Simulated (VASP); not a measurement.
# NbH2 (Fm-3m) in VASP: single point with PBEsol

Aim: the single point of NbH2 with PBEsol.

Program: VASP 6.6.1. These are calculated values, not measurements. Logs are shortened: lines on timing, memory, paths and dates and some standing lists are left out, and cuts for length are marked.

## Step 1: The cell of the first run

The structure is cubic, space group Fm-3m (No. 225). Conventional cell: a = 4.563 Å, b = 4.563 Å, c = 4.563 Å, α = 90.00°, β = 90.00°, γ = 90.00°. Nb (site symmetry m-3m) has 8 H at 1.98 Å within 2.6 Å. H (site symmetry -43m) has 4 Nb at 1.98 Å and 6 H at 2.28 Å within 2.6 Å.

## Step 2: Single point, PBEsol

Input file INCAR:

```
SYSTEM = NbH2
ALGO = Normal
EDIFF = 1E-6
ENCUT = 500
GGA = PS
GGA_COMPAT = .FALSE.
ISIF = 2
ISMEAR = 0
LASPH = .TRUE.
LCHARG = .FALSE.
LREAL = .FALSE.
LWAVE = .FALSE.
NBANDS = 14
NELM = 120
PREC = Accurate
SIGMA = 0.1
```

Input file KPOINTS:

```
k-points
0
G
  6 6 6
  0 0 0
```

Input file POSCAR:

```
NbH2
1.0
    0.0000000000      2.2815000000      2.2815000000
    2.2815000000      0.0000000000      2.2815000000
    2.2815000000      2.2815000000      0.0000000000
Nb H
1 2
Direct
    0.0000000000      0.0000000000      0.0000000000
    0.2500000000      0.2500000000      0.2500000000
    0.7500000000      0.7500000000      0.7500000000
```

Potentials or basis: VASP PAW PBE potentials, release 64 (Nb_sv, H).

Started as:

```bash
$ cat potpaw_PBE.64/Nb_sv/POTCAR potpaw_PBE.64/H/POTCAR > POTCAR
$ mpirun -np 1 vasp_std > vasp.out
```

OUTCAR:

```text
SYSTEM = NbH2
   EDIFF = 1E-6
   ENCUT = 500
   GGA = PS
   ISIF = 2
   ISMEAR = 0
   LASPH = .TRUE.
   LREAL = .FALSE.
   NELM = 120
   PREC = Accurate

 ion  position               nearest neighbor table
   1  0.000  0.000  0.000-
   2  0.250  0.250  0.250-
   3  0.750  0.750  0.750-

  LATTYP: Found a face centered cubic cell.
 ALAT       =     4.5630000000

  Lattice vectors:

 A1 = (   0.0000000000,   2.2815000000,   2.2815000000)
 A2 = (   2.2815000000,   0.0000000000,   2.2815000000)
 A3 = (   2.2815000000,   2.2815000000,   0.0000000000)

Analysis of symmetry for initial positions (statically):
=====================================================================
 Subroutine PRICEL returns:
 Original cell was already a primitive cell.

 Routine SETGRP: Setting up the symmetry group for a
 face centered cubic supercell.

 Subroutine GETGRP returns: Found 48 space group operations
 (whereof 48 operations were pure point group operations)
 out of a pool of 48 trial point group operations.

The static configuration has the point symmetry O_h .

Analysis of symmetry for dynamics (positions and initial velocities):
=====================================================================
 Subroutine PRICEL returns:
 Original cell was already a primitive cell.

 Routine SETGRP: Setting up the symmetry group for a
 face centered cubic supercell.

 Subroutine GETGRP returns: Found 48 space group operations
 (whereof 48 operations were pure point group operations)
 out of a pool of 48 trial point group operations.

The dynamic configuration has the point symmetry O_h .

 Subroutine INISYM returns: Found 48 space group operations
 (whereof 48 operations are pure point group operations),
 and found     1 'primitive' translations

----------------------------------------------------------------------------------------

                                     Primitive cell

  volume of cell :      23.7515

  direct lattice vectors                    reciprocal lattice vectors
     0.000000000  2.281500000  2.281500000    -0.219154065  0.219154065  0.219154065
     2.281500000  0.000000000  2.281500000     0.219154065 -0.219154065  0.219154065
     2.281500000  2.281500000  0.000000000     0.219154065  0.219154065 -0.219154065

  length of vectors
     3.226528243  3.226528243  3.226528243     0.379585976  0.379585976  0.379585976

  position of ions in fractional coordinates (direct lattice)
     0.000000000  0.000000000  0.000000000
     0.250000000  0.250000000  0.250000000
     0.750000000  0.750000000  0.750000000

  ion indices of the primitive-cell ions
   primitive index   ion index
                 1           1
                 2           2
                 3           3

----------------------------------------------------------------------------------------

 KPOINTS: k-points

Automatic generation of k-mesh.
 Grid dimensions read from file:
 generate k-points for:    6    6    6

 Generating k-lattice:

  Cartesian coordinates                     Fractional coordinates (reciprocal lattice)
    -0.036525678  0.036525678  0.036525678     0.166666667  0.000000000  0.000000000
     0.036525678 -0.036525678  0.036525678     0.000000000  0.166666667  0.000000000
     0.036525678  0.036525678 -0.036525678     0.000000000  0.000000000  0.166666667

  Length of vectors
     0.063264329  0.063264329  0.063264329

  Shift w.r.t. Gamma in fractional coordinates (k-lattice)
     0.000000000  0.000000000  0.000000000

 Subroutine IBZKPT returns following result:
 ===========================================

 Found     16 irreducible k-points:

 Following reciprocal coordinates:
            Coordinates               Weight
  0.000000  0.000000  0.000000      1.000000
  0.166667  0.000000  0.000000      8.000000
  0.333333  0.000000  0.000000      8.000000
  0.500000  0.000000  0.000000      4.000000
  0.166667  0.166667  0.000000      6.000000
  0.333333  0.166667  0.000000     24.000000
[... 8 lines left out ...]
 -0.333333  0.333333  0.166667     24.000000
 -0.333333  0.500000  0.166667     12.000000
   k-points           NKPTS =     16   k-points in BZ     NKDIM =     16   number of bands    NBANDS=     14
   number of dos      NEDOS =    301   number of ions     NIONS =      3
   total plane-waves  NPLWV =  13824
   dimension x,y,z NGX =    24 NGY =   24 NGZ =   24
   dimension x,y,z NGXF=    48 NGYF=   48 NGZF=   48
   ions per type =               1   2
   NGX,Y,Z   is equivalent  to a cutoff of  12.37, 12.37, 12.37 a.u.
   NGXF,Y,Z  is equivalent  to a cutoff of  24.73, 24.73, 24.73 a.u.
 SYSTEM =  NbH2
   PREC   = accura    normal or accurate (medium, high low for compatibility)
   ISTART =      0    job   : 0-new  1-cont  2-samecut
   ICHARG =      2    charge: 1-file 2-atom 10-const
   ISPIN  =      1    spin polarized calculation?
   LNONCOLLINEAR =      F non collinear calculations
   LSORBIT =      F    spin-orbit coupling
   LASPH  =      T    aspherical Exc in radial PAW
   ENCUT  =  500.0 eV  36.75 Ry    6.06 a.u.   5.88  5.88  5.88*2*pi/ulx,y,z
   NELM   =    120;   NELMIN=  2; NELMDL= -5     # of ELM steps
   EDIFF  = 0.1E-05   stopping-criterion for ELM
   LREAL  =      F    real-space projection
   EDIFFG = 0.1E-04   stopping-criterion for IOM
   NSW    =      0    number of steps for IOM
   IBRION =     -1    ionic relax: 0-MD 1-quasi-New 2-CG
   NFREE  =      0    steps in history (QN), initial steepest desc. (CG)
   ISIF   =      2    stress and relaxation
   ISYM   =      2    0-nonsym 1-usesym 2-fastsym
   POTIM  = 0.5000    time-step for ionic-motion
   TEBEG  =    0.0;   TEEND  =   0.0 temperature during run
   PSTRESS=    0.0 pullay stress
   NELECT =      15.0000    total number of electrons
   NUPDOWN=      -1.0000    fix difference up-down
   EMIN   =  10.00;   EMAX   =-10.00  energy-range for DOS
   EFERMI =   0.00;   METHOD = LEGACY
   ISMEAR =     0;   SIGMA  =   0.10  broadening in eV -4-tet -1-fermi 0-gaus
   EFERMI_NEDOS =   21; number of points for ismear=-14 and -15
   IALGO  =     38    algorithm
   IMIX   =      4    mixing-type and parameters
     AMIX     =   0.40;   BMIX     =  1.00
     AMIX_MAG =   1.60;   BMIX_MAG =  1.00
  volume/ion in A,a.u.               =       7.92        53.43
  Fermi-wavevector in a.u.,A,eV,Ry     =   1.404564  2.654241 26.841563  1.972799
  Thomas-Fermi vector in A             =   2.527113
   LORBIT       =      0    0 simple, 1 ext, 2 COOP (PROOUT), +10 PAW based schemes
   GGA     = PS    functional components
   LHFCALC =     F    Hartree Fock is set to
   AEXX    =    0.0000 exact exchange contribution
   IVDW    =     0    specifies the selected vdW correction
   LEPSILON=     F    determine dielectric tensor
   LRPA    =     F    only Hartree local field effects (RPA)
 non-spin polarized calculation
 Gauss-broadening in eV      SIGMA  =   0.10
  energy-cutoff  :      500.00
  volume of cell :       23.75
 maximum number of plane-waves:       620
   NGX = 11   NGY = 11   NGZ = 11

 number of electron      15.0000000 magnetization

 Free energy of the ion-electron system (eV)
  ---------------------------------------------------
  ext. energy  EPLUGINS =         0.00000000
  ---------------------------------------------------
  free energy    TOTEN  =       -18.52502608 eV

  energy without entropy =      -18.52098199  energy(sigma->0) =      -18.52300403

 E-fermi :   9.5865     XC(G=0): -12.1618

 val. band max:        9.5169049328   @ k =   0.3333   0.1667   0.0000
 cond. band min:       9.8726576258   @ k =   0.1667   0.1667   0.0000
 fundamental gap:      0.3557526930
 Fermi energy:         9.5864777561

 k-point     1 :       0.0000    0.0000    0.0000
  band No.  band energies     occupation
      1     -45.4727      2.00000
      2     -21.2679      2.00000
      3     -21.2679      2.00000
      4     -21.2679      2.00000
      5      -0.8308      2.00000
      6       8.4824      2.00000
      7       8.4824      2.00000
      8       8.4824      2.00000
      9       8.7939      2.00000
     10      11.1069      0.00000
     11      11.1069      0.00000
     12      22.1387      0.00000
     13      23.1561      0.00000
     14      23.1561      0.00000

 k-point     2 :       0.1667    0.0000    0.0000
  band No.  band energies     occupation
      1     -45.4514      2.00000
      2     -21.4470      2.00000
      3     -21.2898      2.00000
      4     -21.2898      2.00000
      5      -0.1162      2.00000
      6       5.7411      2.00000
      7       8.7944      2.00000
      8       8.7944      2.00000
      9      10.9103      0.00000
     10      10.9103      0.00000
     11      12.4066      0.00000
     12      19.1663      0.00000
     13      24.5713      0.00000
     14      24.5713      0.00000

 k-point     3 :       0.3333    0.0000    0.0000
  band No.  band energies     occupation
      1     -45.4087      2.00000
      2     -21.7905      2.00000
      3     -21.3332      2.00000
      4     -21.3332      2.00000
      5       1.1936      2.00000
      6       4.5513      2.00000
      7       8.8294      2.00000
      8       8.8294      2.00000
      9      11.5795      0.00000
     10      11.5795      0.00000
     11      14.8501      0.00000
     12      17.6275      0.00000
     13      21.2730      0.00000
     14      24.2528      0.00000
[... 188 lines left out ...]
 k-point    15 :      -0.3333    0.3333    0.1667
  band No.  band energies     occupation
      1     -45.3659      2.00000
      2     -21.8021      2.00000
      3     -21.6327      2.00000
      4     -21.4460      2.00000
      5       2.9110      2.00000
      6       3.7872      2.00000
      7       7.0357      2.00000
      8      10.0817      0.00000
      9      11.9936      0.00000
     10      14.0499      0.00000
     11      15.0550      0.00000
     12      17.5090      0.00000
     13      19.1469      0.00000
     14      21.9171      0.00000

 k-point    16 :      -0.3333    0.5000    0.1667
  band No.  band energies     occupation
      1     -45.3589      2.00000
      2     -21.8319      2.00000
      3     -21.6111      2.00000
      4     -21.5028      2.00000
      5       2.8932      2.00000
      6       4.1152      2.00000
      7       6.2742      2.00000
      8      10.8371      0.00000
      9      12.7235      0.00000
     10      13.7383      0.00000
     11      15.7143      0.00000
     12      16.3003      0.00000
     13      19.3542      0.00000
     14      21.6455      0.00000

------------------------ aborting loop because EDIFF is reached ----------------------------------------

  FORCE on cell =-STRESS in cart. coord.  units (eV):
  Direction    XX          YY          ZZ          XY          YZ          ZX
  --------------------------------------------------------------------------------------
  -------------------------------------------------------------------------------------
  Total       -0.9058953     -0.9058953     -0.9058953     -0.0000000      0.0000000      0.0000000
  in kB      -61.1078735    -61.1078735    -61.1078735     -0.0000000      0.0000000      0.0000000
  external PRESSURE =     -61.1078735 kB  Pullay stress =       0.0000000 kB

 VOLUME and BASIS-vectors are now :
 -----------------------------------------------------------------------------
  energy-cutoff  :      500.00
  volume of cell :       23.75
      direct lattice vectors                 reciprocal lattice vectors
     0.000000000  2.281500000  2.281500000    -0.219154065  0.219154065  0.219154065
     2.281500000  0.000000000  2.281500000     0.219154065 -0.219154065  0.219154065
     2.281500000  2.281500000  0.000000000     0.219154065  0.219154065 -0.219154065

 POSITION                                       TOTAL-FORCE (eV/Angst)
 -----------------------------------------------------------------------------------
      0.00000      0.00000      0.00000         0.000000     -0.000000      0.000000
      1.14075      1.14075      1.14075        -0.000000     -0.000000      0.000000
      3.42225      3.42225      3.42225         0.000000      0.000000     -0.000000
 -----------------------------------------------------------------------------------
    total drift:                               -0.000000      0.000000      0.000000

  FREE ENERGIE OF THE ION-ELECTRON SYSTEM (eV)
  ---------------------------------------------------
  free  energy   TOTEN  =       -18.5250260780 eV

  energy  without entropy=      -18.5209819861  energy(sigma->0) =      -18.52300403
```

Wall time 14 s (1 thread of Intel Xeon 8259CL, shared host); peak memory 0.14 GiB.

Results:

```yaml
Free_energy: -18.5250 eV
Pressure: -6.1 GPa
Band_gap_on_the_k_mesh: zero (an odd number of electrons rules out a gap without spin polarisation)
```

Caveat: the k points lie up to 0.40 Å⁻¹ apart, too coarse for converged energies and pressures of a metal; the PAW data sets were made with another functional, which shifts forces and pressure a little.
